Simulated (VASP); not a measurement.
# NaF (I4mm) in VASP: a series of runs

The runs below take NaF through single point, with PBE.

All numbers are computed with VASP 6.6.1; they aren't measurements. Logs are shortened: lines on timing, memory, paths and dates and some standing lists are left out, and cuts for length are marked.

### 1 The cell of the first run

The structure is tetragonal, space group I4mm (No. 107). The conventional cell has a = 3.233 Å, b = 3.233 Å, c = 4.572 Å, α = 90.00°, β = 90.00°, γ = 90.00°. Within 2.8 Å of Na (site symmetry 4mm) lie 6 F at 2.09 to 2.49 Å. Within 2.8 Å of F (site symmetry 4mm) lie 6 Na at 2.09 to 2.49 Å.

### 2 Single point, PBE

The input, INCAR:

```
PREC = Accurate ; ENCUT = 600
EDIFF = 1E-6 ; ISMEAR = 0
SIGMA = 0.1 ; LREAL = False
LASPH = True ; NELM = 120
ALGO = Normal ; ISIF = 2
LWAVE = False ; LCHARG = False
GGA = PE ; NELECT = 15.0
NBANDS = 14 ; GGA_COMPAT = False
```

The input, KPOINTS:

```
Automatic mesh
0
Gamma
  8 8 8
```

The input, POSCAR:

```
NaF
1.0
    0.0000000000      2.2858943317      2.2858943317
    2.2858943317      0.0000000000      2.2858943317
    2.2858943317      2.2858943317      0.0000000000
Na F
1 1
Direct
    0.0437465541      0.0437465541     -0.0437465541
    0.5000000000      0.5000000000      0.5000000000
```

Potentials or basis: VASP PAW PBE potentials, release 64 (Na_pv, F).

Started as:

```sh
$ cat potpaw_PBE.64/Na_pv/POTCAR potpaw_PBE.64/F/POTCAR > POTCAR
$ mpirun -np 1 vasp_std > vasp.out
```

OUTCAR:

```text
PREC = Accurate
   ENCUT = 600
   EDIFF = 1E-6
   ISMEAR = 0
   LREAL = False
   LASPH = True
   NELM = 120
   ISIF = 2
   GGA = PE
   NELECT = 15.0

 ion  position               nearest neighbor table
   1  0.044  0.044  0.956-   2 2.09   2 2.29   2 2.29   2 2.29   2 2.29
   2  0.500  0.500  0.500-   1 2.09   1 2.29   1 2.29   1 2.29   1 2.29

  LATTYP: Found a face centered cubic cell.
 ALAT       =     4.5717886634

  Lattice vectors:

 A1 = (   0.0000000000,   2.2858943317,   2.2858943317)
 A2 = (   2.2858943317,   0.0000000000,   2.2858943317)
 A3 = (   2.2858943317,   2.2858943317,   0.0000000000)

Analysis of symmetry for initial positions (statically):
=====================================================================
 Subroutine PRICEL returns:
 Original cell was already a primitive cell.

 Routine SETGRP: Setting up the symmetry group for a
 face centered cubic supercell.

 Subroutine GETGRP returns: Found  8 space group operations
 (whereof  8 operations were pure point group operations)
 out of a pool of 48 trial point group operations.

The static configuration has the point symmetry C_4v.

Analysis of symmetry for dynamics (positions and initial velocities):
=====================================================================
 Subroutine PRICEL returns:
 Original cell was already a primitive cell.

 Routine SETGRP: Setting up the symmetry group for a
 face centered cubic supercell.

 Subroutine GETGRP returns: Found  8 space group operations
 (whereof  8 operations were pure point group operations)
 out of a pool of 48 trial point group operations.

The dynamic configuration has the point symmetry C_4v.

 Subroutine INISYM returns: Found  8 space group operations
 (whereof  8 operations are pure point group operations),
 and found     1 'primitive' translations

----------------------------------------------------------------------------------------

                                     Primitive cell

  volume of cell :      23.8890

  direct lattice vectors                    reciprocal lattice vectors
     0.000000000  2.285894332  2.285894332    -0.218732770  0.218732770  0.218732770
     2.285894332  0.000000000  2.285894332     0.218732770 -0.218732770  0.218732770
     2.285894332  2.285894332  0.000000000     0.218732770  0.218732770 -0.218732770

  length of vectors
     3.232742766  3.232742766  3.232742766     0.378856272  0.378856272  0.378856272

  position of ions in fractional coordinates (direct lattice)
     0.043746554  0.043746554  0.956253446
     0.500000000  0.500000000  0.500000000

  ion indices of the primitive-cell ions
   primitive index   ion index
                 1           1
                 2           2

----------------------------------------------------------------------------------------

 KPOINTS: Automatic mesh

Automatic generation of k-mesh.
 Grid dimensions read from file:
 generate k-points for:    8    8    8

 Generating k-lattice:

  Cartesian coordinates                     Fractional coordinates (reciprocal lattice)
    -0.027341596  0.027341596  0.027341596     0.125000000  0.000000000  0.000000000
     0.027341596 -0.027341596  0.027341596     0.000000000  0.125000000  0.000000000
     0.027341596  0.027341596 -0.027341596     0.000000000  0.000000000  0.125000000

  Length of vectors
     0.047357034  0.047357034  0.047357034

  Shift w.r.t. Gamma in fractional coordinates (k-lattice)
     0.000000000  0.000000000  0.000000000

 Subroutine IBZKPT returns following result:
 ===========================================

 Found     59 irreducible k-points:

 Following reciprocal coordinates:
            Coordinates               Weight
  0.000000  0.000000  0.000000      1.000000
  0.125000  0.000000  0.000000      8.000000
  0.250000  0.000000  0.000000      8.000000
  0.375000  0.000000  0.000000      8.000000
  0.500000  0.000000  0.000000      4.000000
  0.125000  0.125000  0.000000      2.000000
[... 16 lines left out ...]
  0.000000  0.375000  0.250000     16.000000
  0.500000  0.250000  0.000000      8.000000
 [... further k-points ...]
   k-points           NKPTS =     59   k-points in BZ     NKDIM =     59   number of bands    NBANDS=     14
   number of dos      NEDOS =    301   number of ions     NIONS =      2
   total plane-waves  NPLWV =  21952
   dimension x,y,z NGX =    28 NGY =   28 NGZ =   28
   dimension x,y,z NGXF=    56 NGYF=   56 NGZF=   56
   ions per type =               1   1
   NGX,Y,Z   is equivalent  to a cutoff of  14.40, 14.40, 14.40 a.u.
   NGXF,Y,Z  is equivalent  to a cutoff of  28.80, 28.80, 28.80 a.u.
 SYSTEM =  unknown system
   PREC   = accura    normal or accurate (medium, high low for compatibility)
   ISTART =      0    job   : 0-new  1-cont  2-samecut
   ICHARG =      2    charge: 1-file 2-atom 10-const
   ISPIN  =      1    spin polarized calculation?
   LNONCOLLINEAR =      F non collinear calculations
   LSORBIT =      F    spin-orbit coupling
   LASPH  =      T    aspherical Exc in radial PAW
   ENCUT  =  600.0 eV  44.10 Ry    6.64 a.u.   6.46  6.46  6.46*2*pi/ulx,y,z
   NELM   =    120;   NELMIN=  2; NELMDL= -5     # of ELM steps
   EDIFF  = 0.1E-05   stopping-criterion for ELM
   LREAL  =      F    real-space projection
   EDIFFG = 0.1E-04   stopping-criterion for IOM
   NSW    =      0    number of steps for IOM
   IBRION =     -1    ionic relax: 0-MD 1-quasi-New 2-CG
   NFREE  =      0    steps in history (QN), initial steepest desc. (CG)
   ISIF   =      2    stress and relaxation
   ISYM   =      2    0-nonsym 1-usesym 2-fastsym
   POTIM  = 0.5000    time-step for ionic-motion
   TEBEG  =    0.0;   TEEND  =   0.0 temperature during run
   PSTRESS=    0.0 pullay stress
   NELECT =      15.0000    total number of electrons
   NUPDOWN=      -1.0000    fix difference up-down
   EMIN   =  10.00;   EMAX   =-10.00  energy-range for DOS
   EFERMI =   0.00;   METHOD = LEGACY
   ISMEAR =     0;   SIGMA  =   0.10  broadening in eV -4-tet -1-fermi 0-gaus
   EFERMI_NEDOS =   21; number of points for ismear=-14 and -15
   IALGO  =     38    algorithm
   IMIX   =      4    mixing-type and parameters
     AMIX     =   0.40;   BMIX     =  1.00
     AMIX_MAG =   1.60;   BMIX_MAG =  1.00
  volume/ion in A,a.u.               =      11.94        80.61
  Fermi-wavevector in a.u.,A,eV,Ry     =   1.401864  2.649138 26.738464  1.965222
  Thomas-Fermi vector in A             =   2.524683
   LORBIT       =      0    0 simple, 1 ext, 2 COOP (PROOUT), +10 PAW based schemes
   GGA     = PE    functional components
   LHFCALC =     F    Hartree Fock is set to
   AEXX    =    0.0000 exact exchange contribution
   IVDW    =     0    specifies the selected vdW correction
   LEPSILON=     F    determine dielectric tensor
   LRPA    =     F    only Hartree local field effects (RPA)
 non-spin polarized calculation
 Gauss-broadening in eV      SIGMA  =   0.10
  energy-cutoff  :      600.00
  volume of cell :       23.89
 maximum number of plane-waves:       821
 NGX is ok and might be reduce to    28
   NGX = 13   NGY = 13   NGZ = 13

 number of electron      15.0000007 magnetization

 Free energy of the ion-electron system (eV)
  ---------------------------------------------------
  ext. energy  EPLUGINS =         0.00000000
  ---------------------------------------------------
  free energy    TOTEN  =        -1.50799600 eV

  energy without entropy =       -1.50374971  energy(sigma->0) =       -1.50587286

 E-fermi :   7.7346     XC(G=0): -10.5718

 val. band max:        7.6656912369   @ k =   0.2500   0.1250   0.5000
 cond. band min:       7.7810615243   @ k =   0.5000   0.1250   0.0000
 fundamental gap:      0.1153702874
 Fermi energy:         7.7346452051

 k-point     1 :       0.0000    0.0000    0.0000
  band No.  band energies     occupation
      1     -21.5322      2.00000
      2     -21.0109      2.00000
      3     -21.0109      2.00000
      4     -20.9194      2.00000
      5      -2.1529      2.00000
      6      -2.1529      2.00000
      7      -2.1474      2.00000
      8       3.1077      2.00000
      9      15.9557      0.00000
     10      16.0384      0.00000
     11      16.0384      0.00000
     12      18.0403      0.00000
     13      21.4188      0.00000
     14      21.4544      0.00000

 k-point     2 :       0.1250    0.0000    0.0000
  band No.  band energies     occupation
      1     -21.6739      2.00000
      2     -21.0191      2.00000
      3     -21.0133      2.00000
      4     -20.7476      2.00000
      5      -2.5372      2.00000
      6      -2.1960      2.00000
      7      -2.1880      2.00000
      8       3.7286      2.00000
      9      13.9999      0.00000
     10      16.2303      0.00000
     11      16.2821      0.00000
     12      20.2114      0.00000
     13      20.8862      0.00000
     14      21.0426      0.00000

 k-point     3 :       0.2500    0.0000    0.0000
  band No.  band energies     occupation
      1     -21.8916      2.00000
      2     -21.0252      2.00000
      3     -21.0193      2.00000
      4     -20.4700      2.00000
      5      -3.2693      2.00000
      6      -2.2989      2.00000
      7      -2.2907      2.00000
      8       5.1310      2.00000
      9      11.9001      0.00000
     10      16.7621      0.00000
     11      16.8250      0.00000
     12      20.2218      0.00000
     13      20.2370      0.00000
     14      21.6710      0.00000

 k-point     4 :       0.3750    0.0000    0.0000
  band No.  band energies     occupation
      1     -22.0452      2.00000
      2     -21.0301      2.00000
      3     -21.0252      2.00000
      4     -20.2567      2.00000
      5      -3.8562      2.00000
      6      -2.3997      2.00000
      7      -2.3915      2.00000
      8       6.6622      2.00000
      9      10.3647      0.00000
     10      17.1344      0.00000
     11      17.1928      0.00000
     12      20.2203      0.00000
     13      20.2747      0.00000
     14      21.2021      0.00000

 k-point     5 :       0.5000    0.0000    0.0000
  band No.  band energies     occupation
      1     -22.0991      2.00000
      2     -21.0320      2.00000
      3     -21.0276      2.00000
      4     -20.1778      2.00000
      5      -4.0735      2.00000
      6      -2.4408      2.00000
      7      -2.4326      2.00000
      8       7.5412      1.99378
      9       9.5771      0.00000
     10      17.2186      0.00000
     11      17.2622      0.00000
[... 276 lines left out ...]
 k-point    22 :       0.3750    0.2500    0.0000
  band No.  band energies     occupation
      1     -21.8340      2.00000
      2     -21.0617      2.00000
      3     -21.0545      2.00000
      4     -20.4708      2.00000
      5      -3.5169      2.00000
      6      -2.5621      2.00000
      7      -2.4848      2.00000
      8       6.9675      2.00000
      9      10.6752      0.00000
     10      14.8143      0.00000
     11      16.9108      0.00000
     12      17.0583      0.00000
     13      23.4280      0.00000
     14      24.2662      0.00000

 k-point    23 :       0.0000    0.3750    0.2500
  band No.  band energies     occupation
      1     -21.7858      2.00000
      2     -21.0761      2.00000
      3     -21.0553      2.00000
      4     -20.5061      2.00000
      5      -3.5382      2.00000
      6      -2.5705      2.00000
      7      -2.4797      2.00000
      8       7.0327      2.00000
      9      10.7417      0.00000
     10      14.5149      0.00000
     11      16.8266      0.00000
     12      17.4171      0.00000
     13      23.5403      0.00000
     14      23.9787      0.00000

 k-point    24 :       0.5000    0.2500    0.0000
  band No.  band energies     occupation
      1     -21.8688      2.00000
      2     -21.0935      2.00000
      3     -21.0535      2.00000
      4     -20.3915      2.00000
      5      -3.6356      2.00000
      6      -2.8270      2.00000
      7      -2.5302      2.00000
      8       8.3661      0.00000
      9       9.9772      0.00000
     10      13.8349      0.00000
     11      17.1361      0.00000
     12      17.2187      0.00000
     13      22.9755      0.00000
     14      24.9111      0.00000

 [... further k-points ...]
[... 5 lines left out ...]
  --------------------------------------------------------------------------------------
  -------------------------------------------------------------------------------------
  Total       12.4175718     12.4175718     13.1917787      0.0000000      0.0000000      0.0000000
  in kB      832.8155301    832.8155301    884.7396530      0.0000000      0.0000000      0.0000000
  external PRESSURE =     850.1235710 kB  Pullay stress =       0.0000000 kB

 VOLUME and BASIS-vectors are now :
 -----------------------------------------------------------------------------
  energy-cutoff  :      600.00
  volume of cell :       23.89
      direct lattice vectors                 reciprocal lattice vectors
     0.000000000  2.285894332  2.285894332    -0.218732770  0.218732770  0.218732770
     2.285894332  0.000000000  2.285894332     0.218732770 -0.218732770  0.218732770
     2.285894332  2.285894332  0.000000000     0.218732770  0.218732770 -0.218732770

 POSITION                                       TOTAL-FORCE (eV/Angst)
 -----------------------------------------------------------------------------------
      2.28589      2.28589      0.20000         0.000000      0.000000     -0.444747
      2.28589      2.28589      2.28589         0.000000      0.000000      0.444747
 -----------------------------------------------------------------------------------
    total drift:                               -0.000000     -0.000000      0.000225

  FREE ENERGIE OF THE ION-ELECTRON SYSTEM (eV)
  ---------------------------------------------------
  free  energy   TOTEN  =        -1.5079960013 eV

  energy  without entropy=       -1.5037497115  energy(sigma->0) =       -1.50587286
```

Run time: 12 s. Hardware: 1 thread of AMD EPYC 9R45 (Zen 5), shared host; peak memory 0.13 GiB.

What came out:

```yaml
Free_energy: -1.5080 eV
Largest_force: 0.445 eV/Å
```

Forces in eV/Å, atoms in the order of the input:
```
Na   0.000  0.000 -0.445
F    0.000  0.000  0.445
```

Caveat: the cell carries a net charge on a neutralising background, which shifts energy and pressure; the cell is charged against a uniform background, so pressure and absolute levels hang on convention; an odd number of electrons without spin polarisation forces a metal; a magnetic or distorted state may lie lower.

### 3 Single point, PBE

The input, INCAR:

```
SYSTEM = NaF
PREC     = Accurate       ! precision mode
ENCUT    = 600            ! plane-wave cutoff, eV
EDIFF    = 1E-6           ! SCF threshold, eV
ISMEAR   = 0              ! smearing method
SIGMA    = 0.1            ! smearing width, eV
LREAL    = .False.        ! projectors in reciprocal space
LASPH    = .True.         ! aspherical terms in the spheres
NELM     = 120            ! most SCF steps
ALGO     = Normal         ! electronic algorithm
ISIF     = 2              ! what is computed and relaxed
LWAVE    = .False.        ! write WAVECAR
LCHARG   = .False.        ! write CHGCAR
GGA      = PE             ! functional
NELECT   = 16.0         
NBANDS   = 14             ! bands
GGA_COMPAT= .False.
```

The input, KPOINTS:

```
regular mesh
0
Gamma
  8 8 8
  0 0 0
```

The input, POSCAR:

```
NaF
1.0
    0.0000000000      2.2858943317      2.2858943317
    2.2858943317      0.0000000000      2.2858943317
    2.2858943317      2.2858943317      0.0000000000
Na F
1 1
Direct
    0.0000000000      0.0000000000      0.0000000000
    0.5437465541      0.5437465541      0.4562534459
```

Potentials or basis: VASP PAW PBE potentials, release 64 (Na_pv, F).

Started as:

```sh
$ cat potpaw_PBE.64/Na_pv/POTCAR potpaw_PBE.64/F/POTCAR > POTCAR
$ mpirun -np 1 vasp_std > vasp.out
```

OUTCAR:

```text
SYSTEM = NaF
   PREC = Accurate
   ENCUT = 600
   EDIFF = 1E-6
   ISMEAR = 0
   LREAL = .False.
   LASPH = .True.
   NELM = 120
   ISIF = 2
   GGA = PE
   NELECT = 16.0

 ion  position               nearest neighbor table
   1  0.000  0.000  0.000-   2 2.09   2 2.29   2 2.29   2 2.29   2 2.29
   2  0.544  0.544  0.456-   1 2.09   1 2.29   1 2.29   1 2.29   1 2.29

  LATTYP: Found a face centered cubic cell.
 ALAT       =     4.5717886634

  Lattice vectors:

 A1 = (   0.0000000000,   2.2858943317,   2.2858943317)
[... 585 lines left out ...]
      8       7.6878      2.00000
      9       9.2648      0.00319
     10      13.0697      0.00000
     11      16.3987      0.00000
     12      16.4517      0.00000
     13      22.1828      0.00000
     14      24.2020      0.00000

 [... further k-points ...]
[... 5 lines left out ...]
  --------------------------------------------------------------------------------------
  -------------------------------------------------------------------------------------
  Total       24.4652951     24.4652951     25.2942977      0.0000000     -0.0000000     -0.0000000
  in kB     1640.8262411   1640.8262411   1696.4253779      0.0000000     -0.0000000     -0.0000000
  external PRESSURE =    1659.3592867 kB  Pullay stress =       0.0000000 kB

 VOLUME and BASIS-vectors are now :
 -----------------------------------------------------------------------------
  energy-cutoff  :      600.00
  volume of cell :       23.89
      direct lattice vectors                 reciprocal lattice vectors
     0.000000000  2.285894332  2.285894332    -0.218732770  0.218732770  0.218732770
     2.285894332  0.000000000  2.285894332     0.218732770 -0.218732770  0.218732770
     2.285894332  2.285894332  0.000000000     0.218732770  0.218732770 -0.218732770

 POSITION                                       TOTAL-FORCE (eV/Angst)
 -----------------------------------------------------------------------------------
      0.00000      0.00000      0.00000         0.000000      0.000000      0.042672
      2.28589      2.28589      2.48589         0.000000      0.000000     -0.042672
 -----------------------------------------------------------------------------------
    total drift:                                0.000000      0.000000     -0.000250

  FREE ENERGIE OF THE ION-ELECTRON SYSTEM (eV)
  ---------------------------------------------------
  free  energy   TOTEN  =         6.9673423433 eV

  energy  without entropy=        6.9737703158  energy(sigma->0) =        6.97055633
```

It took 13 s on 1 thread of AMD EPYC 9R45 (Zen 5), shared host; peak memory 0.13 GiB.

Results:

```yaml
Free_energy: 6.9673 eV
Largest_force: 0.043 eV/Å
```

Forces in eV/Å, atoms in the order of the input:
```
Na   0.000  0.000  0.043
F    0.000  0.000 -0.043
```

Caveat: the cell carries a net charge on a neutralising background, which shifts energy and pressure; the cell is charged against a uniform background, so pressure and absolute levels hang on convention.
